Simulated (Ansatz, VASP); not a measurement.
**Two plane-wave programs on BaHfO3**

```
CELL_PARAMETERS angstrom
4.17734 0.00000 0.00000
0.00000 4.17734 0.00000
0.00000 0.00000 4.17734
ATOMIC_POSITIONS crystal
Ba 0.50000 0.50000 0.50000
Hf 0.00000 0.00000 0.00000
O 0.00000 0.50000 0.00000
O 0.50000 0.00000 0.00000
O 0.00000 0.00000 0.50000
```

Alike in both runs: functional r2SCAN; k mesh 6 × 6 × 6; occupations gaussian, width 0.02 eV; no spin polarisation.

Ansatz relaxed the structure, and its values are those at the end. VASP's run is a single point on that final structure, the one shown.

|  | VASP | Ansatz |
| --- | --- | --- |
| version | VASP 6.6.1 | Ansatz 0.2.0 |
| potentials or method | VASP PAW PBE potentials, release 64 (Ba_sv, Hf_pv, O), cutoff 520 eV | scalar-relativistic, plane waves, PAW |
| valence electrons in the cell | 38 | 54 |

Ansatz gave:

| Property | Result |
| --- | --- |
| gap on the k mesh at the Fermi level (eV) | 4.20 |
| least direct gap on the mesh (eV) | 4.32 |
| pressure (GPa) | 0.0 |

**Question.** What did VASP give for the same quantities?

**Answer.** gap on the k mesh at the Fermi level (eV): 4.11; least direct gap on the mesh (eV): 4.35; pressure (GPa): -0.8.

VASP's potentials were made for PBE, not for r2SCAN. VASP's potentials hold 38 valence electrons a cell and Ansatz's 54, so a difference there can come from the potentials and not from the codes.

Neither program's run includes spin-orbit coupling.
